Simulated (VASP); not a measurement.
A run of VASP 6.6.1 is set up as follows.

INCAR

```
SYSTEM = ZnAu
PREC = Accurate
ENCUT = 520
EDIFF = 1E-7
ISMEAR = -1
SIGMA = 0.05
LREAL = .False.
LASPH = .True.
NELM = 100
ALGO = Normal
ISIF = 2
LWAVE = .False.
LCHARG = .True.
GGA = PE
LELF = .True.
LVHAR = .True.
NBANDS = 18
```

The input KPOINTS:

```
regular mesh
0
Gamma
  12 12 12
  0 0 0
```

File POSCAR:

```
ZnAu
1.0
    3.1470000000      0.0000000000      0.0000000000
    0.0000000000      3.1470000000      0.0000000000
    0.0000000000      0.0000000000      3.1470000000
Zn Au
1 1
Direct
    0.5000000000      0.5000000000      0.5000000000
    0.0000000000      0.0000000000      0.0000000000
```

Potentials or basis: VASP PAW PBE potentials, release 64 (Zn, Au).

Run with:

```console
$ cat potpaw_PBE.64/Zn/POTCAR potpaw_PBE.64/Au/POTCAR > POTCAR
$ mpirun -np 1 vasp_std > vasp.out
```

Task: What does it give for the pressure?

Result: 5.0 GPa.
